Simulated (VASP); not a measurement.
Here is a VASP 6.6.1 calculation.

The input INCAR:

```
PREC = Accurate ; ENCUT = 520
EDIFF = 1E-7 ; ISMEAR = 0
SIGMA = 0.15 ; LREAL = F
LASPH = T ; NELM = 80
ALGO = Normal ; ISIF = 2
LWAVE = F ; LCHARG = T
GGA = PE ; LELF = T
LVHAR = T ; NBANDS = 10
```

File KPOINTS:

```
regular mesh
0
Gamma
  13 13 13
```

The input POSCAR:

```
Ir
1.0
    0.0000000000      1.8995017599      1.8995017599
    1.8995017599      0.0000000000      1.8995017599
    1.8995017599      1.8995017599      0.0000000000
Ir
1
Direct
    0.0000000000      0.0000000000      0.0000000000
```

Potentials or basis: VASP PAW PBE potentials, release 64 (Ir).

Run with:

```sh
$ cat potpaw_PBE.64/Ir/POTCAR > POTCAR
$ mpirun -np 1 vasp_std > vasp.out
```

Task: Estimate the pressure.

Result: 23.6 GPa.
